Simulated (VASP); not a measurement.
A run of VASP 6.6.1:

The input INCAR:

```
ALGO = Normal ; EDIFF = 1E-7
ENCUT = 520 ; GGA = PE
ISIF = 2 ; ISMEAR = 0
LASPH = T ; LCHARG = F
LREAL = F ; LWAVE = F
NBANDS = 28 ; NELM = 60
PREC = Accurate ; SIGMA = 0.05
```

The input KPOINTS:

```
k-points
0
Gamma
  8 8 6
```

The input POSCAR:

```
PbO
1.0
    4.0737600000      0.0000000000      0.0000000000
    0.0000000000      4.0737600000      0.0000000000
    0.0000000000      0.0000000000      5.2731000000
Pb O
2 2
Direct
    0.0000000000      0.5000000000      0.2351000000
    0.5000000000      0.0000000000      0.7649000000
    0.0000000000      0.0000000000      0.0000000000
    0.5000000000      0.5000000000      0.0000000000
```

Potentials or basis: VASP PAW PBE potentials, release 64 (Pb_d, O).

Command:

```console
$ cat potpaw_PBE.64/Pb_d/POTCAR potpaw_PBE.64/O/POTCAR > POTCAR
$ mpirun -np 1 vasp_std > vasp.out
```

Hardware: 1 thread of AMD EPYC 9R45 96-Core Processor (Zen 5), with other jobs on the host.

Q: How long does it take, and how much memory?

A: It took 68 s on 1 thread of AMD EPYC 9R45 96-Core Processor (Zen 5), on a shared host, peak memory 0.23 GiB. Counts: scf iterations 16, k points 60.
